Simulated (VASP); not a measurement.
Write the native input for VASP 6.6.1 that does the following.

```yaml
Task: relaxation of shape and atoms at fixed volume
Functional: PBE
Potentials_or_basis: VASP PAW PBE potentials, release 64 (Sc_sv)
Cutoff: 600 eV
k_mesh: 12 × 12 × 7
Occupations: fermi-dirac, width 0.15 eV
Spin: no spin polarisation
Dipole_correction: no
Further_INCAR_settings: ALGO = Normal; EDIFF = 1e-06; IBRION = 2; EDIFFG = -0.05; NSW = 80; ISIF = 4
```

The structure of Sc lies in POSCAR:

```
Sc
1.0
    3.3090000000      0.0000000000      0.0000000000
   -1.6545000000      2.8656780000      0.0000000000
    0.0000000000      0.0000000000      5.2733000000
Sc
2
Direct
    0.3333333333      0.6666666667      0.2500000000
    0.6666666667      0.3333333333      0.7500000000
```

One way to write it, as run:

INCAR

```
SYSTEM = Sc
  PREC = Accurate
  ENCUT = 600
  EDIFF = 1E-6
  ISMEAR = -1
  SIGMA = 0.15
  LREAL = .False.
  LASPH = .True.
  NELM = 100
  ALGO = Normal
  ISIF = 4
  LWAVE = .False.
  LCHARG = .False.
  GGA = PE
  IBRION = 2
  NSW = 80
  EDIFFG = -0.05
```

KPOINTS

```
Automatic mesh
0
Gamma
  12 12 7
  0 0 0
```

Potentials or basis: VASP PAW PBE potentials, release 64 (Sc_sv).

Run with:

```sh
$ cat potpaw_PBE.64/Sc_sv/POTCAR > POTCAR
$ mpirun -np 1 vasp_std > vasp.out
```

Results of the run:

The energy gained by relaxing is 0.6 meV/atom. The ionic steps are 2 and the pressure after relaxing is -0.3 GPa. The band gap on the k mesh is zero (bands 11 and 12 overlap by 1.20 eV).

Wall time 49 s on 1 thread of Intel(R) Xeon(R) 6975P-C (Granite Rapids) (shared host), peak memory 0.21 GiB.
